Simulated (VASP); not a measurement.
# AgCl (P1) in VASP: further runs, part 2 of 2

VASP 6.6.1.

## (3) Single point, PBEsol

INCAR

```
ALGO = Normal
EDIFF = 1E-6
ENCUT = 520
GGA = PS
ISIF = 2
ISMEAR = -1
LASPH = T
LCHARG = F
LREAL = Auto
LWAVE = F
NBANDS = 86
NELM = 80
PREC = Accurate
SIGMA = 0.02
```

KPOINTS

```
k-points
0
Gamma
  2 2 2
```

POSCAR

```
AgCl
1.0
    0.0000000000      5.5463451273      5.5463451273
    5.5463451273      0.0000000000      5.5463451273
    5.5463451273      5.5463451273      0.0000000000
Ag Cl
8 8
Direct
    0.0011368748      0.0011817692      0.0031915612
   -0.0067328122      0.0006819806      0.5025670845
    0.0107895377      0.4853005787     -0.0008882426
    0.0009915539      0.4998112156      0.4974159445
    0.5028702571     -0.0008097224     -0.0056267685
    0.5045596579     -0.0024333141      0.5027126758
    0.4932530229      0.5067539858     -0.0087402603
    0.4919461262      0.5014480592      0.5010185872
    0.2411230223      0.2486344554      0.2714927516
    0.2462324231      0.2410697440      0.7608624965
    0.2473603731      0.7447881272      0.2522755018
    0.2455482789      0.7473769491      0.7606200846
    0.7524175658      0.2485809066      0.2575810678
    0.7579016277      0.2603094411      0.7338373121
    0.7536130378      0.7601092076      0.2511495351
    0.7519125486      0.7458465719      0.7449546332
```

Potentials or basis: VASP PAW PBE potentials, release 64 (Ag, Cl).

The run is started by

```console
$ cat potpaw_PBE.64/Ag/POTCAR potpaw_PBE.64/Cl/POTCAR > POTCAR
$ mpirun -np 1 vasp_std > vasp.out
```

OUTCAR:

```text
EDIFF = 1E-6
   ENCUT = 520
   GGA = PS
   ISIF = 2
   ISMEAR = -1
   LASPH = T
   LREAL = Auto
   NELM = 80
   PREC = Accurate

 ion  position               nearest neighbor table
   1  0.001  0.001  0.003-  10 2.69  15 2.71  11 2.75  12 2.75  13 2.78  14 2.84
   2  0.993  0.001  0.503-  13 2.69  14 2.73  16 2.75   9 2.75  11 2.81  12 2.83
   3  0.011  0.485  0.999-  10 2.68  13 2.75  12 2.76   9 2.80  16 2.85  15 2.92
   4  0.001  0.500  0.497-   9 2.65  14 2.68  11 2.73  16 2.74  15 2.74  10 2.82
   5  0.503  0.999  0.994-  10 2.72  16 2.79  15 2.82  11 2.83  14 2.86   9 2.92
   6  0.505  0.998  0.503-  15 2.71  16 2.72   9 2.75  13 2.77  10 2.78  12 2.82
[... 8 lines left out ...]
  15  0.754  0.760  0.251-   1 2.71   6 2.71   4 2.74   5 2.82   8 2.89   3 2.92
  16  0.752  0.746  0.745-   6 2.72   4 2.74   2 2.75   7 2.76   5 2.79   3 2.85

  LATTYP: Found a face centered cubic cell.
 ALAT       =    11.0926902546

  Lattice vectors:

 A1 = (   0.0000000000,   5.5463451273,   5.5463451273)
 A2 = (   5.5463451273,   0.0000000000,   5.5463451273)
 A3 = (   5.5463451273,   5.5463451273,   0.0000000000)

Analysis of symmetry for initial positions (statically):
[... 195 lines left out ...]
      3     -10.9866      2.00000
      4     -10.9787      2.00000
      5     -10.9660      2.00000
      6     -10.9363      2.00000
[... 685 lines left out ...]
     83       9.5499      0.00000
     84       9.6122      0.00000
 [bands above 84 left out]

------------------------ aborting loop because EDIFF is reached ----------------------------------------

  FORCE on cell =-STRESS in cart. coord.  units (eV):
  Direction    XX          YY          ZZ          XY          YZ          ZX
  --------------------------------------------------------------------------------------
  -------------------------------------------------------------------------------------
  Total       -4.8026925     -5.0810992     -5.0582613     -0.0149867     -0.0282126     -0.0001684
  in kB      -22.5499038    -23.8570965    -23.7498665     -0.0703667     -0.1324656     -0.0007905
  external PRESSURE =     -23.3856223 kB  Pullay stress =       0.0000000 kB

 VOLUME and BASIS-vectors are now :
 -----------------------------------------------------------------------------
  energy-cutoff  :      520.00
  volume of cell :      341.23
      direct lattice vectors                 reciprocal lattice vectors
     0.000000000  5.546345127  5.546345127    -0.090149457  0.090149457  0.090149457
     5.546345127  0.000000000  5.546345127     0.090149457 -0.090149457  0.090149457
     5.546345127  5.546345127  0.000000000     0.090149457  0.090149457 -0.090149457

 POSITION                                       TOTAL-FORCE (eV/Angst)
 -----------------------------------------------------------------------------------
      0.02426      0.02401      0.01286         0.012892     -0.082536     -0.074953
      2.79119      8.29641      5.51279        -0.043858      0.080084      0.015737
      8.23306      5.60126      2.75149         0.158856     -0.016466      0.009913
      5.53097      2.76434      2.77763         0.058754     -0.003027      0.039582
     11.05699      8.30423      8.33095         0.041411      0.109349      0.017516
      8.32107      5.58668      8.33131        -0.015999     -0.068631     -0.023179
[... 8 lines left out ...]
      5.60879      5.57276      8.39563        -0.101272     -0.304418     -0.055003
      8.26850      8.30214      8.30709         0.122258      0.113970      0.005862
 -----------------------------------------------------------------------------------
    total drift:                               -0.008928     -0.000896      0.000214

  FREE ENERGIE OF THE ION-ELECTRON SYSTEM (eV)
  ---------------------------------------------------
  free  energy   TOTEN  =       -48.1393901331 eV

  energy  without entropy=      -48.1393901257  energy(sigma->0) =      -48.13939013
```

stdout:

```text
POSCAR found type information on POSCAR AgCl
 POSCAR found :  2 types and      16 ions
 scaLAPACK will be used
 -----------------------------------------------------------------------------
|                                                                             |
|                                                                             |
|     You enforced a specific xc type in the INCAR file but a different       |
|     I HOPE YOU KNOW WHAT YOU ARE DOING!                                     |
|                                                                             |
 -----------------------------------------------------------------------------

 LDA part: xc-table for (Slater+PW92), standard interpolation
 POSCAR, INCAR and KPOINTS ok, starting setup
 FFT: planning ... GRIDC
 FFT: planning ... GRID_SOFT
 FFT: planning ... GRID
 WAVECAR not read
 entering main loop
```

Run time: 17 min. Hardware: 1 thread of Oxide Virtual Turin-like, shared host; peak memory 0.51 GiB.

What came out:

```
Free energy            : -48.1394 eV
Pressure               : -2.3 GPa
Largest force          : 0.326 eV/Å
Band gap on the k mesh : 0.69 eV
```

Forces in eV/Å, atoms in the order of the input:
```
Ag   0.013 -0.083 -0.075
Ag  -0.044  0.080  0.016
Ag   0.159 -0.016  0.010
Ag   0.059 -0.003  0.040
Ag   0.041  0.109  0.018
Ag  -0.016 -0.069 -0.023
Ag  -0.030  0.156 -0.047
Ag   0.006  0.012  0.076
Cl  -0.283  0.002  0.105
Cl  -0.029  0.135  0.069
Cl   0.034  0.188  0.137
Cl  -0.130 -0.124 -0.076
Cl   0.038 -0.188  0.083
Cl   0.161 -0.009 -0.282
Cl  -0.101 -0.304 -0.055
Cl   0.122  0.114  0.006
```

Caveat: the k points lie up to 0.49 Å⁻¹ apart; the atoms stand as in a frame of molecular dynamics; the PAW data sets were made with another functional, which shifts forces and pressure a little. As with any semilocal functional, this PBEsol gap is likely too small.
